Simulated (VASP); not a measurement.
# CuI3 (Pm-3m) in VASP: further runs, part 2 of 2

VASP 6.6.1.

**3. Relaxation of cell and atoms, PBE**

Input file INCAR:

```
SYSTEM = CuI3
ALGO = Normal
EDIFF = 1E-7
EDIFFG = -0.01
ENCUT = 600
GGA = PE
IBRION = 2
ISIF = 3
ISMEAR = 0
LASPH = .True.
LCHARG = .False.
LREAL = .False.
LWAVE = .False.
NELM = 100
NSW = 100
PREC = Accurate
SIGMA = 0.1
```

Input file KPOINTS:

```
k-points
0
Gamma
  10 10 10
  0 0 0
```

Input file POSCAR:

```
CuI3
1.0
    5.0723736437      0.0000000000      0.0000000000
    0.0000000000      5.0723736437      0.0000000000
    0.0000000000      0.0000000000      5.0723736437
Cu I
1 3
Direct
    0.0000000000      0.0000000000      0.0000000000
    0.0000000000      0.5000000000      0.5000000000
    0.5000000000      0.0000000000      0.5000000000
    0.5000000000      0.5000000000      0.0000000000
```

Potentials or basis: VASP PAW PBE potentials, release 64 (Cu, I).

Launch:

```
$ cat potpaw_PBE.64/Cu/POTCAR potpaw_PBE.64/I/POTCAR > POTCAR
$ mpirun -np 1 vasp_std > vasp.out
```

OUTCAR:

```text
SYSTEM = CuI3
   EDIFF = 1E-7
   EDIFFG = -0.01
   ENCUT = 600
   GGA = PE
   IBRION = 2
   ISIF = 3
   ISMEAR = 0
   LASPH = .True.
   LREAL = .False.
   NELM = 100
   NSW = 100
   PREC = Accurate

 ion  position               nearest neighbor table
   1  0.000  0.000  0.000-
   2  0.000  0.500  0.500-
   3  0.500  0.000  0.500-
   4  0.500  0.500  0.000-

  LATTYP: Found a simple cubic cell.
 ALAT       =     5.0723736437

  Lattice vectors:

 A1 = (   5.0723736437,   0.0000000000,   0.0000000000)
 A2 = (   0.0000000000,   5.0723736437,   0.0000000000)
 A3 = (   0.0000000000,   0.0000000000,   5.0723736437)

Analysis of symmetry for initial positions (statically):
=====================================================================
 Subroutine PRICEL returns:
 Original cell was already a primitive cell.

 Routine SETGRP: Setting up the symmetry group for a
 simple cubic supercell.

 Subroutine GETGRP returns: Found 48 space group operations
 (whereof 48 operations were pure point group operations)
 out of a pool of 48 trial point group operations.

The static configuration has the point symmetry O_h .

Analysis of symmetry for dynamics (positions and initial velocities):
=====================================================================
 Subroutine PRICEL returns:
 Original cell was already a primitive cell.

 Routine SETGRP: Setting up the symmetry group for a
 simple cubic supercell.

 Subroutine GETGRP returns: Found 48 space group operations
 (whereof 48 operations were pure point group operations)
 out of a pool of 48 trial point group operations.

[... 111 lines left out ...]
   ISYM   =      2    0-nonsym 1-usesym 2-fastsym
   POTIM  = 0.5000    time-step for ionic-motion
   TEBEG  =    0.0;   TEEND  =   0.0 temperature during run
   PSTRESS=    0.0 pullay stress
   NELECT =      32.0000    total number of electrons
   NUPDOWN=      -1.0000    fix difference up-down
   EMIN   =  10.00;   EMAX   =-10.00  energy-range for DOS
   EFERMI =   0.00;   METHOD = LEGACY
   ISMEAR =     0;   SIGMA  =   0.10  broadening in eV -4-tet -1-fermi 0-gaus
   EFERMI_NEDOS =   21; number of points for ismear=-14 and -15
   IALGO  =     38    algorithm
   IMIX   =      4    mixing-type and parameters
     AMIX     =   0.40;   BMIX     =  1.00
     AMIX_MAG =   1.60;   BMIX_MAG =  1.00
  volume/ion in A,a.u.               =      32.63       220.18
  Fermi-wavevector in a.u.,A,eV,Ry     =   1.024661  1.936329 14.285170  1.049930
  Thomas-Fermi vector in A             =   2.158460
   LORBIT       =      0    0 simple, 1 ext, 2 COOP (PROOUT), +10 PAW based schemes
   GGA     = PE    functional components
   LHFCALC =     F    Hartree Fock is set to
   AEXX    =    0.0000 exact exchange contribution
   IVDW    =     0    specifies the selected vdW correction
   LEPSILON=     F    determine dielectric tensor
   LRPA    =     F    only Hartree local field effects (RPA)
 conjugate gradient relaxation of ions
 non-spin polarized calculation
 Gauss-broadening in eV      SIGMA  =   0.10
  energy-cutoff  :      600.00
  volume of cell :      130.51
 maximum number of plane-waves:      4388
 NGX is ok and might be reduce to    42
   NGX = 21   NGY = 21   NGZ = 21

 number of electron      31.9999997 magnetization

 Free energy of the ion-electron system (eV)
  ---------------------------------------------------
  ext. energy  EPLUGINS =         0.00000000
  ---------------------------------------------------
  free energy    TOTEN  =        -5.21759618 eV

  energy without entropy =       -5.18007091  energy(sigma->0) =       -5.19883354

 E-fermi :   4.1408     XC(G=0):  -9.0142

 val. band max:        4.1390991465   @ k =   0.2000   0.1000   0.0000
 cond. band min:       4.1522137907   @ k =   0.4000   0.4000   0.2000
 fundamental gap:      0.0131146441
 Fermi energy:         4.1408075110

 k-point     1 :       0.0000    0.0000    0.0000
  band No.  band energies     occupation
      1      -9.2876      2.00000
      2      -7.4292      2.00000
      3      -7.4292      2.00000
      4       0.1685      2.00000
      5       0.1685      2.00000
      6       0.1685      2.00000
[... 541 lines left out ...]
     19       8.4705      0.00000
     20       9.4679      0.00000

 [... further k-points ...]
[... 5 lines left out ...]
  --------------------------------------------------------------------------------------
  -------------------------------------------------------------------------------------
  Total        0.0098080      0.0098080      0.0098080      0.0000000      0.0000000      0.0000000
  in kB        0.1204080      0.1204080      0.1204080      0.0000000      0.0000000      0.0000000
  external PRESSURE =       0.1204080 kB  Pullay stress =       0.0000000 kB

 VOLUME and BASIS-vectors are now :
 -----------------------------------------------------------------------------
  energy-cutoff  :      600.00
  volume of cell :      130.51
      direct lattice vectors                 reciprocal lattice vectors
     5.072373644  0.000000000  0.000000000     0.197146360  0.000000000  0.000000000
     0.000000000  5.072373644  0.000000000     0.000000000  0.197146360  0.000000000
     0.000000000  0.000000000  5.072373644     0.000000000  0.000000000  0.197146360

 POSITION                                       TOTAL-FORCE (eV/Angst)
 -----------------------------------------------------------------------------------
      0.00000      0.00000      0.00000         0.000000      0.000000      0.000000
      0.00000      2.53619      2.53619         0.000000      0.000000      0.000000
      2.53619      0.00000      2.53619         0.000000      0.000000      0.000000
      2.53619      2.53619      0.00000         0.000000      0.000000      0.000000
 -----------------------------------------------------------------------------------
    total drift:                               -0.000000     -0.000000      0.000000

  FREE ENERGIE OF THE ION-ELECTRON SYSTEM (eV)
  ---------------------------------------------------
  free  energy   TOTEN  =        -5.2175961763 eV

  energy  without entropy=       -5.1800709080  energy(sigma->0) =       -5.19883354

 reached required accuracy - stopping structural energy minimisation
```

Run time: 8.2 min. Hardware: 1 thread of Intel Xeon Platinum 8259CL at 2.50GHz (Skylake/Cascade Lake), shared host; peak memory 0.37 GiB.

What came out:

- Free energy: -5.2176 eV
- Pressure after relaxing: 0.0 GPa
- Band gap on the k mesh: zero (band 16 reaches 4.51 eV, above the bottom of band 17 at 3.93 eV)

Final structure:
```
Cu I
1.0
     5.07237    0.00000    0.00000
     0.00000    5.07237    0.00000
     0.00000    0.00000    5.07237
Cu I
1 3
Cartesian
  0.0000 0.0000 0.0000
  0.0000 2.5362 2.5362
  2.5362 0.0000 2.5362
  2.5362 2.5362 0.0000
```

Caveat: the relaxation stopped at its first step, so nothing moved; spin-orbit coupling is left out, which moves the levels of the heavy elements; semilocal functionals often make such compounds metallic where correlation or magnetic order opens a gap, which also shifts bond lengths.
